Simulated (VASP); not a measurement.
# Au (Im-3m) in VASP: a series of runs

Runs on Au. Level: LDA. Tasks: relaxation of cell and atoms.

Everything below comes from runs of VASP 6.6.1. Logs are shortened: lines on timing, memory, paths and dates and some standing lists are left out, and cuts for length are marked.

### Step 1. The cell of the first run

Symmetry: Im-3m, No. 229, cubic system. Conventional cell: a = 3.315 Å, b = 3.315 Å, c = 3.315 Å, α = 90.00°, β = 90.00°, γ = 90.00°. Within 3.8 Å of Au (site symmetry m-3m) lie 14 Au at 2.87 to 3.31 Å.

### Step 2. Relaxation of cell and atoms, LDA

Contents of INCAR:

```
PREC = Accurate ; ENCUT = 600
EDIFF = 1E-6 ; ISMEAR = 1
SIGMA = 0.05 ; LREAL = F
LASPH = T ; NELM = 60
ALGO = Normal ; ISIF = 3
LWAVE = F ; LCHARG = F
GGA = CA ; IBRION = 2
NSW = 80 ; EDIFFG = -0.02
```

Contents of KPOINTS:

```
Automatic mesh
0
Gamma
  12 12 12
```

Contents of POSCAR:

```
Au
1.0
   -1.6572690000      1.6572690000      1.6572690000
    1.6572690000     -1.6572690000      1.6572690000
    1.6572690000      1.6572690000     -1.6572690000
Au
1
Direct
    0.0000000000      0.0000000000      0.0000000000
```

Potentials or basis: VASP PAW LDA potentials, release 64 (Au).

Started as:

```sh
$ cat potpaw_LDA.64/Au/POTCAR > POTCAR
$ mpirun -np 1 vasp_std > vasp.out
```

OUTCAR:

```text
PREC = Accurate
   ENCUT = 600
   EDIFF = 1E-6
   ISMEAR = 1
   LREAL = F
   LASPH = T
   NELM = 60
   ISIF = 3
   GGA = CA
   IBRION = 2
   NSW = 80
   EDIFFG = -0.02

 ion  position               nearest neighbor table
   1  0.000  0.000  0.000-

  LATTYP: Found a body centered cubic cell.
 ALAT       =     3.3145380000

  Lattice vectors:

 A1 = (  -1.6572690000,   1.6572690000,   1.6572690000)
 A2 = (   1.6572690000,  -1.6572690000,   1.6572690000)
 A3 = (   1.6572690000,   1.6572690000,  -1.6572690000)

Analysis of symmetry for initial positions (statically):
=====================================================================
 Subroutine PRICEL returns:
 Original cell was already a primitive cell.

 Routine SETGRP: Setting up the symmetry group for a
 body centered cubic supercell.

 Subroutine GETGRP returns: Found 48 space group operations
 (whereof 48 operations were pure point group operations)
 out of a pool of 48 trial point group operations.

The static configuration has the point symmetry O_h .

Analysis of symmetry for dynamics (positions and initial velocities):
=====================================================================
 Subroutine PRICEL returns:
 Original cell was already a primitive cell.

 Routine SETGRP: Setting up the symmetry group for a
 body centered cubic supercell.

 Subroutine GETGRP returns: Found 48 space group operations
 (whereof 48 operations were pure point group operations)
 out of a pool of 48 trial point group operations.

The dynamic configuration has the point symmetry O_h .

 Subroutine INISYM returns: Found 48 space group operations
 (whereof 48 operations are pure point group operations),
 and found     1 'primitive' translations

----------------------------------------------------------------------------------------

                                     Primitive cell

  volume of cell :      18.2070

  direct lattice vectors                    reciprocal lattice vectors
    -1.657269000  1.657269000  1.657269000     0.000000000  0.301701172  0.301701172
     1.657269000 -1.657269000  1.657269000     0.301701172  0.000000000  0.301701172
     1.657269000  1.657269000 -1.657269000     0.301701172  0.301701172  0.000000000

  length of vectors
     2.870474110  2.870474110  2.870474110     0.426669890  0.426669890  0.426669890

  position of ions in fractional coordinates (direct lattice)
     0.000000000  0.000000000  0.000000000

  ion indices of the primitive-cell ions
   primitive index   ion index
                 1           1

----------------------------------------------------------------------------------------

 KPOINTS: Automatic mesh

Automatic generation of k-mesh.
 Grid dimensions read from file:
 generate k-points for:   12   12   12

 Generating k-lattice:

  Cartesian coordinates                     Fractional coordinates (reciprocal lattice)
     0.000000000  0.025141764  0.025141764     0.083333333  0.000000000  0.000000000
     0.025141764  0.000000000  0.025141764     0.000000000  0.083333333  0.000000000
     0.025141764  0.025141764  0.000000000     0.000000000  0.000000000  0.083333333

  Length of vectors
     0.035555824  0.035555824  0.035555824

  Shift w.r.t. Gamma in fractional coordinates (k-lattice)
     0.000000000  0.000000000  0.000000000

 Subroutine IBZKPT returns following result:
 ===========================================

 Found     72 irreducible k-points:

 Following reciprocal coordinates:
            Coordinates               Weight
  0.000000  0.000000  0.000000      1.000000
  0.083333  0.000000  0.000000     12.000000
  0.166667  0.000000  0.000000     12.000000
  0.250000  0.000000  0.000000     12.000000
  0.333333  0.000000  0.000000     12.000000
  0.416667  0.000000  0.000000     12.000000
[... 16 lines left out ...]
  0.333333  0.083333  0.083333     24.000000
  0.416667  0.083333  0.083333     12.000000
 [... further k-points ...]
   k-points           NKPTS =     72   k-points in BZ     NKDIM =     72   number of bands    NBANDS=      9
   number of dos      NEDOS =    301   number of ions     NIONS =      1
   total plane-waves  NPLWV =  13824
   dimension x,y,z NGX =    24 NGY =   24 NGZ =   24
   dimension x,y,z NGXF=    48 NGYF=   48 NGZF=   48
   ions per type =               1
   NGX,Y,Z   is equivalent  to a cutoff of  13.90, 13.90, 13.90 a.u.
   NGXF,Y,Z  is equivalent  to a cutoff of  27.80, 27.80, 27.80 a.u.
 SYSTEM =  unknown system
   PREC   = accura    normal or accurate (medium, high low for compatibility)
   ISTART =      0    job   : 0-new  1-cont  2-samecut
   ICHARG =      2    charge: 1-file 2-atom 10-const
   ISPIN  =      1    spin polarized calculation?
   LNONCOLLINEAR =      F non collinear calculations
   LSORBIT =      F    spin-orbit coupling
   LASPH  =      T    aspherical Exc in radial PAW
   ENCUT  =  600.0 eV  44.10 Ry    6.64 a.u.   5.73  5.73  5.73*2*pi/ulx,y,z
   NELM   =     60;   NELMIN=  2; NELMDL= -5     # of ELM steps
   EDIFF  = 0.1E-05   stopping-criterion for ELM
   LREAL  =      F    real-space projection
   EDIFFG = -.2E-01   stopping-criterion for IOM
   NSW    =     80    number of steps for IOM
   IBRION =      2    ionic relax: 0-MD 1-quasi-New 2-CG
   NFREE  =      1    steps in history (QN), initial steepest desc. (CG)
   ISIF   =      3    stress and relaxation
   ISYM   =      2    0-nonsym 1-usesym 2-fastsym
   POTIM  = 0.5000    time-step for ionic-motion
   TEBEG  =    0.0;   TEEND  =   0.0 temperature during run
   PSTRESS=    0.0 pullay stress
   NELECT =      11.0000    total number of electrons
   NUPDOWN=      -1.0000    fix difference up-down
   EMIN   =  10.00;   EMAX   =-10.00  energy-range for DOS
   EFERMI =   0.00;   METHOD = LEGACY
   ISMEAR =     1;   SIGMA  =   0.05  broadening in eV -4-tet -1-fermi 0-gaus
   EFERMI_NEDOS =   21; number of points for ismear=-14 and -15
   IALGO  =     38    algorithm
   IMIX   =      4    mixing-type and parameters
     AMIX     =   0.40;   BMIX     =  1.00
     AMIX_MAG =   1.60;   BMIX_MAG =  1.00
  volume/ion in A,a.u.               =      18.21       122.87
  Fermi-wavevector in a.u.,A,eV,Ry     =   1.383968  2.615320 26.060157  1.915367
  Thomas-Fermi vector in A             =   2.508516
   LORBIT       =      0    0 simple, 1 ext, 2 COOP (PROOUT), +10 PAW based schemes
   GGA     = CA    functional components
   LHFCALC =     F    Hartree Fock is set to
   AEXX    =    0.0000 exact exchange contribution
   IVDW    =     0    specifies the selected vdW correction
   LEPSILON=     F    determine dielectric tensor
   LRPA    =     F    only Hartree local field effects (RPA)
 conjugate gradient relaxation of ions
 non-spin polarized calculation
 Methfessel and Paxton  Order N= 1 SIGMA  =   0.05
  energy-cutoff  :      600.00
  volume of cell :       18.21
 maximum number of plane-waves:       623
   NGX = 11   NGY = 11   NGZ = 11

--------------------------------------- Ionic step        1  -------------------------------------------

 number of electron      10.9999998 magnetization

 Free energy of the ion-electron system (eV)
  ---------------------------------------------------
  ext. energy  EPLUGINS =         0.00000000
  ---------------------------------------------------
  free energy    TOTEN  =        -4.34545501 eV

  energy without entropy =       -4.34559527  energy(sigma->0) =       -4.34550177

------------------------ aborting loop because EDIFF is reached ----------------------------------------

  FORCE on cell =-STRESS in cart. coord.  units (eV):
  Direction    XX          YY          ZZ          XY          YZ          ZX
  --------------------------------------------------------------------------------------
  -------------------------------------------------------------------------------------
  Total       -1.5481565     -1.5481565     -1.5481565      0.0000000      0.0000000     -0.0000000
  in kB     -136.2342888   -136.2342888   -136.2342888      0.0000000      0.0000000     -0.0000000
  external PRESSURE =    -136.2342888 kB  Pullay stress =       0.0000000 kB
[... 20 lines left out ...]
  energy  without entropy=       -4.3455952667  energy(sigma->0) =       -4.34550177

--------------------------------------- Ionic step        2  -------------------------------------------

 number of electron      10.9999999 magnetization

 E-fermi :  12.3200     XC(G=0): -13.9714

 val. band max:       12.3172594220   @ k =  -0.4167   0.4167   0.1667
 cond. band min:      12.4300075455   @ k =  -0.3333   0.3333   0.3333
 fundamental gap:      0.1127481235
 Fermi energy:        12.3200156686

 k-point     1 :       0.0000    0.0000    0.0000
  band No.  band energies     occupation
      1       0.5784      2.00000
      2       6.4299      2.00000
      3       6.4299      2.00000
      4       6.4299      2.00000
      5       8.9872      2.00000
      6       8.9872      2.00000
      7      28.7155      0.00000
      8      28.7155      0.00000
      9      28.7155      0.00000
[... 378 lines left out ...]
  energy  without entropy=       -4.4197614234  energy(sigma->0) =       -4.41977117

--------------------------------------- Ionic step        5  -------------------------------------------

 number of electron      11.0000000 magnetization

 Free energy of the ion-electron system (eV)
  ---------------------------------------------------
  ext. energy  EPLUGINS =         0.00000000
  ---------------------------------------------------
  free energy    TOTEN  =        -4.41977413 eV

  energy without entropy =       -4.41975917  energy(sigma->0) =       -4.41976914

 E-fermi :   9.7971     XC(G=0): -13.1354

 val. band max:        9.7956553930   @ k =  -0.3333   0.3333   0.3333
 cond. band min:       9.9005659830   @ k =   0.5000   0.5000   0.0833
 fundamental gap:      0.1049105900
 Fermi energy:         9.7971260152

 k-point     1 :       0.0000    0.0000    0.0000
  band No.  band energies     occupation
      1      -0.4531      2.00000
      2       4.6716      2.00000
      3       4.6716      2.00000
      4       4.6716      2.00000
      5       6.7231      2.00000
      6       6.7231      2.00000
      7      26.1947      0.00000
      8      26.1947      0.00000
      9      26.1947      0.00000
[... 304 lines left out ...]
  FREE ENERGIE OF THE ION-ELECTRON SYSTEM (eV)
  ---------------------------------------------------
  free  energy   TOTEN  =        -4.4197741267 eV

  energy  without entropy=       -4.4197591730  energy(sigma->0) =       -4.41976914

 reached required accuracy - stopping structural energy minimisation
```

It took 13 s on 1 thread of Intel Xeon 6975P-C (Granite Rapids), shared host; peak memory 0.14 GiB.

Results:

* Free energy: -4.4198 eV
* Relaxed volume: 16.61 Å³/atom
* Relaxed cell: a = 2.784 Å, b = 2.784 Å, c = 2.784 Å, α = 109.47°, β = 109.47°, γ = 109.47°
* Space group after relaxing (to 0.05 Å): Im-3m (No. 229)
* Energy gained by relaxing: 74.3 meV/atom
* Ionic steps: 5
* Pressure after relaxing: 0.2 GPa

Step by step:
```
step  energy change (eV)  largest force (eV/Å)  pressure (GPa)  volume (Å³)
   1              0.0000                0.0000          -13.62        18.21
   2              0.1674                0.0000           40.92        14.42
   3             -0.0742                0.0000           -0.69        16.69
   4             -0.0743                0.0000           -0.20        16.64
   5             -0.0743                0.0000            0.16        16.61
```

Final structure:
```cif
data_structure
_symmetry_space_group_name_H-M 'P 1'
_symmetry_Int_Tables_number 1
_cell_length_a 2.7842
_cell_length_b 2.7842
_cell_length_c 2.7842
_cell_angle_alpha 109.471
_cell_angle_beta 109.471
_cell_angle_gamma 109.471
_cell_volume 16.61
loop_
_atom_site_label
_atom_site_type_symbol
_atom_site_fract_x
_atom_site_fract_y
_atom_site_fract_z
_atom_site_occupancy
Au1 Au 0.00000 0.00000 0.00000 1
```

Caveat: spin-orbit coupling is left out, which moves the levels of the heavy elements.

(Part 1 of 2 ends here.)
